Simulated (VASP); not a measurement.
# Si (Pm-3m) in VASP: a series of runs

The runs below take Si through single point, with LDA.

Everything below comes from runs of VASP 6.6.1. Logs are shortened: lines on timing, memory, paths and dates and some standing lists are left out, and cuts for length are marked.

### 1 The cell of the first run

It takes space group Pm-3m (No. 221, cubic). Conventional cell: a = 2.500 Å, b = 2.500 Å, c = 2.500 Å, α = 90.00°, β = 90.00°, γ = 90.00°. Within 3.3 Å of Si (site symmetry m-3m) lie 6 Si at 2.50 Å.

### 2 Single point, LDA

File INCAR:

```
SYSTEM = Si
  ALGO = Normal
  EDIFF = 1E-7
  ENCUT = 520
  ISIF = 2
  ISMEAR = -1
  LASPH = .True.
  LCHARG = .True.
  LELF = .True.
  LREAL = .False.
  LVHAR = .True.
  LWAVE = .False.
  NBANDS = 8
  NELM = 60
  PREC = Accurate
  SIGMA = 0.1
```

File KPOINTS:

```
k-points
0
Gamma
  12 12 12
  0 0 0
```

File POSCAR:

```
Si
1.0
    2.4995034893      0.0000000000      0.0000000000
    0.0000000000      2.4995034893      0.0000000000
    0.0000000000      0.0000000000      2.4995034893
Si
1
Direct
    0.0000000000      0.0000000000      0.0000000000
```

Potentials or basis: VASP PAW LDA potentials, release 64 (Si).

Run with:

```bash
$ cat potpaw_LDA.64/Si/POTCAR > POTCAR
$ mpirun -np 1 vasp_std > vasp.out
```

OUTCAR:

```text
SYSTEM = Si
   EDIFF = 1E-7
   ENCUT = 520
   ISIF = 2
   ISMEAR = -1
   LASPH = .True.
   LREAL = .False.
   NELM = 60
   PREC = Accurate

 ion  position               nearest neighbor table
   1  0.000  0.000  0.000-

  LATTYP: Found a simple cubic cell.
 ALAT       =     2.4995034893

  Lattice vectors:

 A1 = (   2.4995034893,   0.0000000000,   0.0000000000)
 A2 = (   0.0000000000,   2.4995034893,   0.0000000000)
 A3 = (   0.0000000000,   0.0000000000,   2.4995034893)

Analysis of symmetry for initial positions (statically):
=====================================================================
 Subroutine PRICEL returns:
 Original cell was already a primitive cell.

 Routine SETGRP: Setting up the symmetry group for a
 simple cubic supercell.

 Subroutine GETGRP returns: Found 48 space group operations
 (whereof 48 operations were pure point group operations)
 out of a pool of 48 trial point group operations.

The static configuration has the point symmetry O_h .

Analysis of symmetry for dynamics (positions and initial velocities):
=====================================================================
 Subroutine PRICEL returns:
 Original cell was already a primitive cell.

 Routine SETGRP: Setting up the symmetry group for a
 simple cubic supercell.

 Subroutine GETGRP returns: Found 48 space group operations
 (whereof 48 operations were pure point group operations)
 out of a pool of 48 trial point group operations.

The dynamic configuration has the point symmetry O_h .

 Subroutine INISYM returns: Found 48 space group operations
 (whereof 48 operations are pure point group operations),
 and found     1 'primitive' translations

----------------------------------------------------------------------------------------

                                     Primitive cell

  volume of cell :      15.6157

  direct lattice vectors                    reciprocal lattice vectors
     2.499503489  0.000000000  0.000000000     0.400079457  0.000000000  0.000000000
     0.000000000  2.499503489  0.000000000     0.000000000  0.400079457  0.000000000
     0.000000000  0.000000000  2.499503489     0.000000000  0.000000000  0.400079457

  length of vectors
     2.499503489  2.499503489  2.499503489     0.400079457  0.400079457  0.400079457

  position of ions in fractional coordinates (direct lattice)
     0.000000000  0.000000000  0.000000000

  ion indices of the primitive-cell ions
   primitive index   ion index
                 1           1

----------------------------------------------------------------------------------------

 KPOINTS: k-points

Automatic generation of k-mesh.
 Grid dimensions read from file:
 generate k-points for:   12   12   12

 Generating k-lattice:

  Cartesian coordinates                     Fractional coordinates (reciprocal lattice)
     0.033339955  0.000000000  0.000000000     0.083333333  0.000000000  0.000000000
     0.000000000  0.033339955  0.000000000     0.000000000  0.083333333  0.000000000
     0.000000000  0.000000000  0.033339955     0.000000000  0.000000000  0.083333333

  Length of vectors
     0.033339955  0.033339955  0.033339955

  Shift w.r.t. Gamma in fractional coordinates (k-lattice)
     0.000000000  0.000000000  0.000000000

 Subroutine IBZKPT returns following result:
 ===========================================

 Found     84 irreducible k-points:

 Following reciprocal coordinates:
            Coordinates               Weight
  0.000000  0.000000  0.000000      1.000000
  0.083333  0.000000  0.000000      6.000000
  0.166667  0.000000  0.000000      6.000000
  0.250000  0.000000  0.000000      6.000000
  0.333333  0.000000  0.000000      6.000000
  0.416667  0.000000  0.000000      6.000000
[... 16 lines left out ...]
  0.333333  0.333333  0.000000     12.000000
  0.416667  0.333333  0.000000     24.000000
 [... further k-points ...]
   k-points           NKPTS =     84   k-points in BZ     NKDIM =     84   number of bands    NBANDS=      8
   number of dos      NEDOS =    301   number of ions     NIONS =      1
   total plane-waves  NPLWV =   8000
   dimension x,y,z NGX =    20 NGY =   20 NGZ =   20
   dimension x,y,z NGXF=    40 NGYF=   40 NGZF=   40
   ions per type =               1
   NGX,Y,Z   is equivalent  to a cutoff of  13.30, 13.30, 13.30 a.u.
   NGXF,Y,Z  is equivalent  to a cutoff of  26.60, 26.60, 26.60 a.u.
 SYSTEM =  Si
   PREC   = accura    normal or accurate (medium, high low for compatibility)
   ISTART =      0    job   : 0-new  1-cont  2-samecut
   ICHARG =      2    charge: 1-file 2-atom 10-const
   ISPIN  =      1    spin polarized calculation?
   LNONCOLLINEAR =      F non collinear calculations
   LSORBIT =      F    spin-orbit coupling
   LASPH  =      T    aspherical Exc in radial PAW
   ENCUT  =  520.0 eV  38.22 Ry    6.18 a.u.   4.65  4.65  4.65*2*pi/ulx,y,z
   NELM   =     60;   NELMIN=  2; NELMDL= -5     # of ELM steps
   EDIFF  = 0.1E-06   stopping-criterion for ELM
   LREAL  =      F    real-space projection
   EDIFFG = 0.1E-05   stopping-criterion for IOM
   NSW    =      0    number of steps for IOM
   IBRION =     -1    ionic relax: 0-MD 1-quasi-New 2-CG
   NFREE  =      0    steps in history (QN), initial steepest desc. (CG)
   ISIF   =      2    stress and relaxation
   ISYM   =      2    0-nonsym 1-usesym 2-fastsym
   POTIM  = 0.5000    time-step for ionic-motion
   TEBEG  =    0.0;   TEEND  =   0.0 temperature during run
   PSTRESS=    0.0 pullay stress
   NELECT =       4.0000    total number of electrons
   NUPDOWN=      -1.0000    fix difference up-down
   EMIN   =  10.00;   EMAX   =-10.00  energy-range for DOS
   EFERMI =   0.00;   METHOD = LEGACY
   ISMEAR =    -1;   SIGMA  =   0.10  broadening in eV -4-tet -1-fermi 0-gaus
   EFERMI_NEDOS =   21; number of points for ismear=-14 and -15
   IALGO  =     38    algorithm
   IMIX   =      4    mixing-type and parameters
     AMIX     =   0.40;   BMIX     =  1.00
     AMIX_MAG =   1.60;   BMIX_MAG =  1.00
  volume/ion in A,a.u.               =      15.62       105.38
  Fermi-wavevector in a.u.,A,eV,Ry     =   1.039699  1.964747 14.707552  1.080975
  Thomas-Fermi vector in A             =   2.174241
   LORBIT       =      0    0 simple, 1 ext, 2 COOP (PROOUT), +10 PAW based schemes
   GGA     = CA    functional components
   LHFCALC =     F    Hartree Fock is set to
   AEXX    =    0.0000 exact exchange contribution
   IVDW    =     0    specifies the selected vdW correction
   LEPSILON=     F    determine dielectric tensor
   LRPA    =     F    only Hartree local field effects (RPA)
 non-spin polarized calculation
  energy-cutoff  :      520.00
  volume of cell :       15.62
 maximum number of plane-waves:       437
 NGX is ok and might be reduce to    20
   NGX =  9   NGY =  9   NGZ =  9

 number of electron       4.0000000 magnetization

 Free energy of the ion-electron system (eV)
  ---------------------------------------------------
  ext. energy  EPLUGINS =         0.00000000
  ---------------------------------------------------
  free energy    TOTEN  =        -5.68146640 eV

  energy without entropy =       -5.66647089  energy(sigma->0) =       -5.67396865

 E-fermi :   8.6451     XC(G=0): -10.8545

 val. band max:        8.6265383984   @ k =   0.3333   0.3333   0.0833
 cond. band min:       8.7533074051   @ k =   0.5000   0.5000   0.4167
 fundamental gap:      0.1267690067
 Fermi energy:         8.6451284713

 k-point     1 :       0.0000    0.0000    0.0000
  band No.  band energies     occupation
      1      -4.7878      2.00000
      2      16.1592      0.00000
      3      16.1592      0.00000
      4      16.5206      0.00000
      5      16.5206      0.00000
      6      16.5206      0.00000
      7      24.6781      0.00000
      8      33.6585      0.00000

 k-point     2 :       0.0833    0.0000    0.0000
  band No.  band energies     occupation
      1      -4.6300      2.00000
      2      13.4214      0.00000
      3      16.2862      0.00000
      4      16.6504      0.00000
      5      16.6504      0.00000
      6      19.0121      0.00000
      7      25.2562      0.00000
      8      32.5830      0.00000

 k-point     3 :       0.1667    0.0000    0.0000
  band No.  band energies     occupation
      1      -4.1584      2.00000
      2      10.5438      0.00000
      3      16.6567      0.00000
      4      17.0371      0.00000
      5      17.0371      0.00000
      6      21.0650      0.00000
      7      27.0103      0.00000
      8      30.3999      0.00000

 k-point     4 :       0.2500    0.0000    0.0000
  band No.  band energies     occupation
      1      -3.3794      2.00000
      2       7.8285      1.99943
      3      17.2332      0.00000
      4      17.6699      0.00000
      5      17.6699      0.00000
      6      22.5833      0.00000
      7      28.0782      0.00000
      8      28.0782      0.00000

 k-point     5 :       0.3333    0.0000    0.0000
  band No.  band energies     occupation
      1      -2.3097      2.00000
      2       5.3502      2.00000
      3      17.9284      0.00000
      4      18.5162      0.00000
      5      18.5162      0.00000
      6      23.9445      0.00000
      7      25.9452      0.00000
      8      25.9452      0.00000
[... 177 lines left out ...]
 k-point    22 :       0.5000    0.2500    0.0000
  band No.  band energies     occupation
      1       1.3705      2.00000
      2       3.2192      2.00000
      3      11.8972      0.00000
      4      15.3017      0.00000
      5      21.0663      0.00000
      6      24.4792      0.00000
      7      24.4986      0.00000
      8      28.2097      0.00000

 k-point    23 :       0.3333    0.3333    0.0000
  band No.  band energies     occupation
      1       0.1467      2.00000
      2       6.8985      2.00000
      3       8.5021      1.61379
      4      15.6589      0.00000
      5      20.4477      0.00000
      6      24.0557      0.00000
      7      27.2506      0.00000
      8      28.0280      0.00000

 k-point    24 :       0.4167    0.3333    0.0000
  band No.  band energies     occupation
      1       1.4438      2.00000
      2       5.3823      2.00000
      3       8.9670      0.07693
      4      13.7516      0.00000
      5      21.3540      0.00000
      6      25.1634      0.00000
      7      25.9225      0.00000
      8      28.2875      0.00000

 [... further k-points ...]

------------------------ aborting loop because EDIFF is reached ----------------------------------------

  FORCE on cell =-STRESS in cart. coord.  units (eV):
  Direction    XX          YY          ZZ          XY          YZ          ZX
  --------------------------------------------------------------------------------------
  -------------------------------------------------------------------------------------
  Total        0.0061212      0.0061212      0.0061212     -0.0000000      0.0000000      0.0000000
  in kB        0.6280351      0.6280351      0.6280351     -0.0000000      0.0000000      0.0000000
  external PRESSURE =       0.6280351 kB  Pullay stress =       0.0000000 kB

 VOLUME and BASIS-vectors are now :
 -----------------------------------------------------------------------------
  energy-cutoff  :      520.00
  volume of cell :       15.62
      direct lattice vectors                 reciprocal lattice vectors
     2.499503489  0.000000000  0.000000000     0.400079457  0.000000000  0.000000000
     0.000000000  2.499503489  0.000000000     0.000000000  0.400079457  0.000000000
     0.000000000  0.000000000  2.499503489     0.000000000  0.000000000  0.400079457

 POSITION                                       TOTAL-FORCE (eV/Angst)
 -----------------------------------------------------------------------------------
      0.00000      0.00000      0.00000         0.000000      0.000000      0.000000
 -----------------------------------------------------------------------------------
    total drift:                               -0.000000     -0.000000      0.000000

  FREE ENERGIE OF THE ION-ELECTRON SYSTEM (eV)
  ---------------------------------------------------
  free  energy   TOTEN  =        -5.6814664026 eV

  energy  without entropy=       -5.6664708902  energy(sigma->0) =       -5.67396865
```

Run time: 9.4 s. Hardware: 1 thread of Intel Xeon 8259CL, shared host; peak memory 0.11 GiB.

What came out:

| Property | Result |
| --- | --- |
| Free energy | -5.6815 eV |
| Pressure | 0.1 GPa |
| Band gap on the k mesh | zero (band 2 reaches 16.16 eV, above the bottom of band 3 at 5.72 eV) |

Levels at points of the mesh, in eV from the Fermi level:
```csv
k point,band 1,band 2,band 3,band 4,band 5
"(0.00, 0.00, 0.00)",-13.43,7.51,7.51,7.88,7.88
"(0.50, 0.00, 0.00)",-8.68,-6.71,10.18,11.35,11.35
"(0.50, 0.50, 0.00)",-3.39,-2.93,-2.93,1.38,14.70
"(0.50, 0.50, 0.50)",0.60,0.60,0.60,3.93,5.13
```

### 3 Single point, LDA (volume scaled by 0.88)

File INCAR:

```
PREC = Accurate
ENCUT = 520
EDIFF = 1E-7
ISMEAR = -1
SIGMA = 0.1
LREAL = False
LASPH = True
NELM = 100
ALGO = Normal
ISIF = 2
LWAVE = False
LCHARG = False
GGA = CA
NBANDS = 8
```

File KPOINTS:

```
Automatic mesh
0
Gamma
  14 14 14
```

File POSCAR:

```
Si
1.0
    2.3952341303      0.0000000000      0.0000000000
    0.0000000000      2.3952341303      0.0000000000
    0.0000000000      0.0000000000      2.3952341303
Si
1
Direct
    0.0000000000      0.0000000000      0.0000000000
```

Potentials or basis: VASP PAW LDA potentials, release 64 (Si).

Run with:

```bash
$ cat potpaw_LDA.64/Si/POTCAR > POTCAR
$ mpirun -np 1 vasp_std > vasp.out
```

Run time: 10 s. Hardware: 1 thread of Intel Xeon 8259CL, shared host; peak memory 0.11 GiB.

The run converged. Its results:

- Free energy: -5.5879 eV
- Pressure: 19.4 GPa
- Band gap on the k mesh: zero (band 2 reaches 17.89 eV, above the bottom of band 3 at 7.29 eV)

Levels at points of the mesh, in eV from the Fermi level:
```
           k point  band 1  band 2  band 3  band 4  band 5
(0.00, 0.00, 0.00)  -14.75    7.38    7.38    8.62    8.62
(0.50, 0.00, 0.00)   -9.33   -7.77   10.33   12.73   12.73
(0.50, 0.50, 0.00)   -3.47   -3.47   -3.22    0.60   16.79
(0.50, 0.50, 0.50)    0.60    0.60    0.60    4.73    4.73
```

### 4 Single point, LDA (volume scaled by 0.92)

File INCAR:

```
  PREC = Accurate
  ENCUT = 520
  EDIFF = 1E-6
  ISMEAR = -1
  SIGMA = 0.1
  LREAL = False
  LASPH = True
  NELM = 60
  ALGO = Normal
  ISIF = 2
  LWAVE = False
  LCHARG = True
  GGA = CA
  LELF = True
  LVHAR = True
  NBANDS = 8
```

KPOINTS is that of step 3.

File POSCAR:

```
Si
1.0
    2.4309891648      0.0000000000      0.0000000000
    0.0000000000      2.4309891648      0.0000000000
    0.0000000000      0.0000000000      2.4309891648
Si
1
Direct
    0.0000000000      0.0000000000      0.0000000000
```

Potentials or basis: VASP PAW LDA potentials, release 64 (Si).

Run with:

```bash
$ cat potpaw_LDA.64/Si/POTCAR > POTCAR
$ mpirun -np 1 vasp_std > vasp.out
```

OUTCAR:

```text
PREC = Accurate
   ENCUT = 520
   EDIFF = 1E-6
   ISMEAR = -1
   LREAL = False
   LASPH = True
   NELM = 60
   ISIF = 2
   GGA = CA

 ion  position               nearest neighbor table
   1  0.000  0.000  0.000-

  LATTYP: Found a simple cubic cell.
 ALAT       =     2.4309891648

  Lattice vectors:

 A1 = (   2.4309891648,   0.0000000000,   0.0000000000)
 A2 = (   0.0000000000,   2.4309891648,   0.0000000000)
[... 440 lines left out ...]
      6      24.7761      0.00000
      7      27.9953      0.00000
      8      30.8232      0.00000

 [... further k-points ...]

------------------------ aborting loop because EDIFF is reached ----------------------------------------

  FORCE on cell =-STRESS in cart. coord.  units (eV):
  Direction    XX          YY          ZZ          XY          YZ          ZX
  --------------------------------------------------------------------------------------
  -------------------------------------------------------------------------------------
  Total        1.0531206      1.0531206      1.0531206      0.0000000      0.0000000      0.0000000
  in kB      117.4463811    117.4463811    117.4463811      0.0000000      0.0000000      0.0000000
  external PRESSURE =     117.4463811 kB  Pullay stress =       0.0000000 kB

 VOLUME and BASIS-vectors are now :
 -----------------------------------------------------------------------------
  energy-cutoff  :      520.00
  volume of cell :       14.37
      direct lattice vectors                 reciprocal lattice vectors
     2.430989165  0.000000000  0.000000000     0.411355186  0.000000000  0.000000000
     0.000000000  2.430989165  0.000000000     0.000000000  0.411355186  0.000000000
     0.000000000  0.000000000  2.430989165     0.000000000  0.000000000  0.411355186

 POSITION                                       TOTAL-FORCE (eV/Angst)
 -----------------------------------------------------------------------------------
      0.00000      0.00000      0.00000         0.000000      0.000000      0.000000
 -----------------------------------------------------------------------------------
    total drift:                               -0.000000      0.000000     -0.000000

  FREE ENERGIE OF THE ION-ELECTRON SYSTEM (eV)
  ---------------------------------------------------
  free  energy   TOTEN  =        -5.6480866063 eV

  energy  without entropy=       -5.6361445519  energy(sigma->0) =       -5.64211558
```

OSZICAR:

```text
N       E                     dE             d eps       ncg     rms          rms(c)
DAV:   1    -0.310228544675E+01   -0.31023E+01   -0.17927E+03  2072   0.377E+02
DAV:   2    -0.564408631930E+01   -0.25418E+01   -0.24926E+01  2736   0.308E+01
DAV:   3    -0.566023148185E+01   -0.16145E-01   -0.16114E-01  2192   0.254E+00
DAV:   4    -0.566025540645E+01   -0.23925E-04   -0.23923E-04  2968   0.101E-01
DAV:   5    -0.566025544162E+01   -0.35175E-07   -0.34899E-07  2248   0.216E-03    0.340E+00
DAV:   6    -0.565269404197E+01    0.75614E-02   -0.35089E-04  2392   0.127E-01    0.198E+00
DAV:   7    -0.564808858241E+01    0.46055E-02   -0.78077E-04  2056   0.190E-01    0.124E-01
DAV:   8    -0.564808655332E+01    0.20291E-05   -0.10208E-05  2904   0.225E-02    0.115E-02
DAV:   9    -0.564808660626E+01   -0.52948E-07   -0.93311E-08  1552   0.222E-03
   1 F= -.56480866E+01 E0= -.56421156E+01  d E =-.119421E-01
```

Run time: 11 s. Hardware: 1 thread of Intel Xeon 8259CL, shared host; peak memory 0.11 GiB.

Results:

```yaml
Free_energy: -5.6481 eV
Pressure: 11.7 GPa
Band_gap_on_the_k_mesh: zero (band 2 reaches 17.27 eV, above the bottom of band 3 at 6.56 eV)
```

### 5 Single point, LDA (volume scaled by 0.96)

File INCAR:

```
ALGO = Normal
EDIFF = 1E-7
ENCUT = 520
GGA = CA
ISIF = 2
ISMEAR = -1
LASPH = T
LCHARG = F
LREAL = F
LWAVE = F
NBANDS = 8
NELM = 100
PREC = Accurate
SIGMA = 0.1
```

File KPOINTS:

```
k-points
0
Gamma
  14 14 14
```

File POSCAR:

```
Si
1.0
    2.4657222741      0.0000000000      0.0000000000
    0.0000000000      2.4657222741      0.0000000000
    0.0000000000      0.0000000000      2.4657222741
Si
1
Direct
    0.0000000000      0.0000000000      0.0000000000
```

Run with:

```bash
$ cat potpaw_LDA.64/Si/POTCAR > POTCAR
$ mpirun -np 1 vasp_std > vasp.out
```

It took 11 s on 1 thread of Intel Xeon 8259CL, shared host; peak memory 0.12 GiB.

The run converged. Its results:

- Free energy: -5.6814 eV
- Pressure: 5.5 GPa
- Band gap on the k mesh: zero (band 2 reaches 16.70 eV, above the bottom of band 3 at 6.12 eV)

Levels at points of the mesh, in eV from the Fermi level:
| k point | band 1 | band 2 | band 3 | band 4 | band 5 | band 6 | band 7 |
| --- | --- | --- | --- | --- | --- | --- | --- |
| (0.00, 0.00, 0.00) | -13.90 | 7.41 | 7.41 | 8.04 | 8.04 | 8.04 | 16.45 |
| (0.50, 0.00, 0.00) | -8.95 | -7.10 | 10.17 | 11.71 | 11.71 | 14.87 | 14.87 |
| (0.50, 0.50, 0.00) | -3.40 | -3.16 | -3.16 | 1.08 | 15.28 | 17.63 | 17.63 |
| (0.50, 0.50, 0.50) | 0.54 | 0.54 | 0.54 | 4.41 | 4.95 | 4.95 | 4.95 |

### 6 The runs side by side

```tsv
cell	k mesh	gap on the mesh (eV)	pressure (GPa)
a = 2.500 Å, 1 atom	12 × 12 × 12	none	0.1
a = 2.395 Å, 1 atom	14 × 14 × 14	none	19.4
a = 2.431 Å, 1 atom	14 × 14 × 14	none	11.7
a = 2.466 Å, 1 atom	14 × 14 × 14	none	5.5
```

Alike in all rows: task single point; level LDA; potentials or basis VASP PAW LDA potentials, release 64 (Si); no spin polarisation; cutoff (eV) 520; smearing fermi-dirac 0.1 eV.

Total energies depend on the potentials used, so only differences within one code and one set of settings carry meaning.
